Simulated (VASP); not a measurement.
Sc: relaxation of cell and atoms with LDA

Sc:

```
Sc
1.0
     4.80159    0.00000    0.00000
    -2.40079    4.15830    0.00000
     0.00000    0.00000    2.97698
Sc
3
Cartesian
  0.0000 0.0000 0.0000
  0.0000 2.7722 1.4885
  2.4008 1.3861 1.4885
```

This isn't the form of Sc at room conditions, which is hcp.

| Item | Value |
| --- | --- |
| Program | VASP 6.6.1 |
| Task | relaxation of cell and atoms |
| Functional | LDA |
| Potentials or basis | VASP PAW LDA potentials, release 64 (Sc_sv) |
| Cutoff | 600 eV |
| k mesh | 8 × 8 × 11 |
| Occupations | fermi-dirac, width 0.1 eV |
| Spin | no spin polarisation |
| Target pressure | 8.8 GPa |
| Dipole correction | no |
| Further INCAR settings | ALGO = Normal; EDIFF = 1e-06; IBRION = 2; EDIFFG = -0.005; NSW = 60; ISIF = 3 |

* Relaxed volume: 19.84 Å³/atom
* Relaxed cell: a = 4.782 Å, b = 4.782 Å, c = 3.005 Å, α = 90.00°, β = 90.00°, γ = 120.00°
* Space group after relaxing (to 0.1 Å): P6/mmm (No. 191)
* Energy change on relaxing (the run minimises the enthalpy): -1.8 meV/atom
* Ionic steps: 5
* Pressure after relaxing: 8.8 GPa
* Band gap on the k mesh: zero (an odd number of electrons rules out a gap without spin polarisation)

The path:
| step | energy change (eV) | largest force (eV/Å) | pressure (GPa) | volume (Å³) |
| --- | --- | --- | --- | --- |
| 1 | 0.0000 | 0.0000 | 8.80 | 59.44 |
| 2 | -0.0016 | 0.0000 | 8.83 | 59.44 |
| 3 | -0.0022 | 0.0000 | 8.85 | 59.45 |
| 4 | -0.0021 | 0.0000 | 8.85 | 59.45 |
| 5 | -0.0054 | 0.0000 | 8.79 | 59.51 |

Final structure:
```
Sc
1.0
     4.78152    0.00000    0.00000
    -2.39076    4.14092    0.00000
     0.00000    0.00000    3.00535
Sc
3
Direct
  0.00000 0.00000 0.00000
  0.33333 0.66667 0.50000
  0.66667 0.33333 0.50000
```

Levels at points of the mesh, in eV from the Fermi level:
```tsv
k point	band 14	band 15	band 16	band 17	band 18	band 19
(0.00, 0.00, 0.00)	-1.15	0.11	0.11	0.14	0.14	0.85
(0.50, 0.00, 0.00)	-2.88	-1.88	0.43	0.58	0.60	1.09
```

It took 92 s on 1 thread of Intel(R) Xeon(R) 6975P-C (Granite Rapids), on a shared host, peak memory 0.2 GiB.

Caveat: the cell is relaxed towards a set pressure, so the run minimises the enthalpy, not the energy.
